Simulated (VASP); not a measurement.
Runs of VASP 6.6.1 on Se. The structure is that of space group P6_3/mmc (No. 194), or close to it. The cells are those of the table. 

```csv
task,cell,k mesh,cutoff (eV),gap on the mesh (eV),pressure (GPa)
single point,"a = 3.697, b = 3.697, c = 7.250 Å, angles 90.0, 90.0, 120.0°, 4 atoms",12 × 12 × 3,520,none,0.1
single point,"a = 3.839, b = 3.839, c = 7.529 Å, angles 90.0, 90.0, 120.0°, 4 atoms",11 × 11 × 5,520,none,(b)
single point,"a = 3.697, b = 3.697, c = 7.250 Å, angles 90.0, 90.0, 120.0°, 4 atoms",13 × 13 × 6,520,none,0.2
relaxation of cell and atoms,"relaxed from a = 3.136, b = 3.136, c = 10.242 Å, angles 90.0, 90.0, 120.0°, 4 atoms",12 × 12 × 3,600,none,0.0
single point,"a = 3.543, b = 3.543, c = 6.948 Å, angles 90.0, 90.0, 120.0°, 4 atoms",11 × 11 × 5,520,none,13.6
single point,"a = 3.596, b = 3.596, c = 7.051 Å, angles 90.0, 90.0, 120.0°, 4 atoms",11 × 11 × 5,520,none,8.1
single point,"a = 3.647, b = 3.647, c = 7.152 Å, angles 90.0, 90.0, 120.0°, 4 atoms",11 × 11 × 5,520,none,3.8
single point,"a = 3.697, b = 3.697, c = 7.250 Å, angles 90.0, 90.0, 120.0°, 4 atoms",11 × 11 × 5,520,none,0.2
single point,"a = 3.746, b = 3.746, c = 7.346 Å, angles 90.0, 90.0, 120.0°, 4 atoms",11 × 11 × 5,520,none,(a)
single point,"a = 3.793, b = 3.793, c = 7.439 Å, angles 90.0, 90.0, 120.0°, 4 atoms",11 × 11 × 5,520,none,-4.9
```

Alike in all rows: level PBEsol; potentials or basis VASP PAW PBE potentials, release 64 (Se); no spin polarisation; smearing fermi-dirac 0.1 eV.

Q: Estimate the missing entries.

A: (a) -2.6; (b) -6.8.

Caveats: the PAW data sets were made with another functional, which shifts forces and pressure a little.

A k mesh can miss the band edges, and the runs leave out spin-orbit coupling on Se.

A gap of «none» marks levels without a gap at the run's occupations.
